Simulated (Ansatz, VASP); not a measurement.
One calculation of CdSe, two programs

```
Cd Se
1.0
     0.00000    3.03158    3.03158
     3.03158    0.00000    3.03158
     3.03158    3.03158    0.00000
Cd Se
1 1
Direct
  0.00000 0.00000 0.00000
  0.25000 0.25000 0.25000
```

Change from the starting cell: hydrostatic strain -1.2%.

Alike in both runs: task single point; functional r2SCAN; k mesh 8 × 8 × 8; no spin polarisation.

```csv
,VASP,Ansatz
version,VASP 6.6.1,Ansatz 0.2.0
potentials or method,"VASP PAW PBE potentials, release 64 (Cd, Se)","plane waves, PAW"
plane-wave cutoff (eV),520,500
occupations,"gaussian, width 0.01 eV",fixed
valence electrons in the cell,18,36
```

```tsv
	VASP	Ansatz	Ansatz less VASP
gap on the k mesh at the Fermi level (eV)	1.11	1.12	+0.009
pressure (GPa)	2.2	1.9	-0.29
```

VASP's potentials were made for PBE, not for r2SCAN. VASP's potentials hold 18 valence electrons a cell and Ansatz's 36, so a difference there can come from the potentials and not from the codes.
